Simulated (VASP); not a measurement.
Input of a VASP 6.6.1 run:

File POSCAR:

```
H4CO
1.0
    7.3803230000      0.0000000000      0.0000000000
    0.0000000000      7.3803230000      0.0000000000
    0.0000000000      0.0000000000      7.3803230000
C O H
6 6 24
Direct
    0.6418418272      0.8562091388      0.7001319590
    0.9592398598      0.4173936561      0.4812797489
    0.9571938789      0.7268923054      0.0109073817
    0.5018886030      0.1555216486      0.2214401727
    0.3708509777      0.2984151236      0.7448048005
    0.3852270422      0.6519497859      0.2669666355
    0.5972773820      0.6684395791      0.7406992892
    1.0236543848      0.3236714707      0.3204331301
    0.9436443364      0.5704357384     -0.1065671516
    0.3739944715      0.0805520300      0.0842375056
    0.2734297672      0.3527352394      0.8967493699
    0.4938266252      0.7253476575      0.1085995830
    0.5362366932      0.9720441775      0.6971781587
    0.6859184889      0.6491314811      0.8359661223
    0.7216892811      0.9087813636      0.7985693851
    0.7384094165      0.8427544431      0.5989168767
    0.8706123025      0.5177144686      0.4169058725
    1.1177966059      0.2393797670      0.3113684862
    0.8842295927      0.3351479332      0.5851234424
    1.0864023160      0.4632453078      0.5466291922
    0.8353021948      0.8168477179      0.0072219061
    1.0423256543      0.5439870315     -0.2000454452
    1.0298600752      0.6609060335      0.1514974345
    1.0804811659      0.8155198627     -0.0614200761
    0.4431919850      0.1718894959      0.3566239581
    0.3840888807     -0.0369902510      0.0962424002
    0.6041334505      0.0721784128      0.2550972363
    0.5497049384      0.2443253500      0.1059845213
    0.3747261468      0.4213365729      0.6529795512
    0.2778604676      0.2388919835      0.9481698836
    0.5106551570      0.2710043991      0.7487477174
    0.3051356966      0.1765369890      0.6566650267
    0.4585029680      0.5742025112      0.3820564493
    0.5116713726      0.6348231642      0.0178853961
    0.3318960430      0.7654814024      0.3129944313
    0.2921010368      0.5838362359      0.2231609646
```

File INCAR.step1:

```
SYSTEM = H4CO
ALGO     = Normal         ! electronic algorithm
EDIFF    = 1E-4           ! SCF threshold, eV
ENCUT    = 520            ! plane-wave cutoff, eV
GGA      = PE             ! functional
ISMEAR   = -1             ! smearing method
LASPH    = .True.         ! aspherical terms in the spheres
LCHARG   = .False.        ! write CHGCAR
LREAL    = Auto         
LWAVE    = .True.         ! write WAVECAR
NBANDS   = 66             ! bands
NELM     = 100            ! most SCF steps
PREC     = Accurate       ! precision mode
SIGMA    = 0.05           ! smearing width, eV
```

File INCAR.step2:

```
SYSTEM = H4CO
ALGO     = Normal         ! electronic algorithm
EDIFF    = 1E-6           ! SCF threshold, eV
ENCUT    = 520            ! plane-wave cutoff, eV
ISIF     = 2              ! what is computed and relaxed
ISMEAR   = -1             ! smearing method
ISTART   = 1            
IVDW     = 12             ! dispersion correction
LASPH    = .True.         ! aspherical terms in the spheres
LCHARG   = .False.        ! write CHGCAR
LMIXTAU  = .True.       
LREAL    = Auto         
LWAVE    = .False.        ! write WAVECAR
METAGGA  = R2SCAN         ! meta-GGA
NBANDS   = 66             ! bands
NELM     = 100            ! most SCF steps
PREC     = Accurate       ! precision mode
SIGMA    = 0.05           ! smearing width, eV
VDW_A1   = 0.49484001   
VDW_A2   = 5.73083694   
VDW_S6   = 1.0          
VDW_S8   = 0.78981345
```

File KPOINTS:

```
k-points
0
Gamma
  1 1 1
  0 0 0
```

Potentials or basis: VASP PAW PBE potentials, release 64 (C, O, H).

Launch:

```bash
$ cat potpaw_PBE.64/C/POTCAR potpaw_PBE.64/O/POTCAR potpaw_PBE.64/H/POTCAR > POTCAR
$ cp INCAR.step1 INCAR
$ mpirun -np 1 vasp_gam > vasp.out
$ cp INCAR.step2 INCAR
$ mpirun -np 1 vasp_gam > vasp.out
```

Task: Estimate the dispersion energy per atom.

Result: -0.017 eV.

Task: Predict the largest force.

Result: 10.271 eV/Å.

Task: What does it give for the pressure?

Result: 1.2 GPa.

Task: What does it give for the band gap on the k mesh?

Result: 5.20 eV.

Forces on the atoms (eV/Å):
```
C   -2.279  0.071 -0.394
C    1.436 -1.327 -0.431
C    5.558 -0.409 -0.616
C   -2.124  1.809 -3.544
C   -1.743  1.182 -4.801
C    9.818  1.977  1.612
O   -0.657  1.205  0.638
O   -2.502  1.189 -0.796
O   -0.509 -0.389 -1.254
O   -0.672  4.936  1.213
O    0.485  1.443 -1.449
O   -0.470 -0.317  2.223
H    0.437 -2.167 -0.779
H    0.190 -0.979 -0.381
H    1.815  0.999  2.929
H    0.655  0.649 -2.555
H    0.283  0.221  0.796
H    1.261 -0.953  1.095
H    0.276  0.159 -0.865
H   -0.758  0.736  0.115
H    0.566 -1.061  0.777
H   -1.308  1.002  2.224
H   -2.223  1.989 -2.346
H   -2.203 -1.042  1.749
H   -0.588  1.508 -0.480
H    0.313 -7.030  0.101
H    2.823 -2.882 -0.013
H    0.484  1.309  2.840
H   -0.251 -0.974  0.244
H   -0.698 -2.318  2.962
H    1.579 -0.614  1.215
H    0.629  1.761  1.546
H   -0.186  1.051 -1.623
H   -0.371 -0.586 -0.360
H   -1.675  3.889  2.201
H   -7.391 -6.039 -3.793
```

Caveat: the k points lie up to 0.85 Å⁻¹ apart; the PAW data sets were made with another functional, which shifts forces and pressure a little.
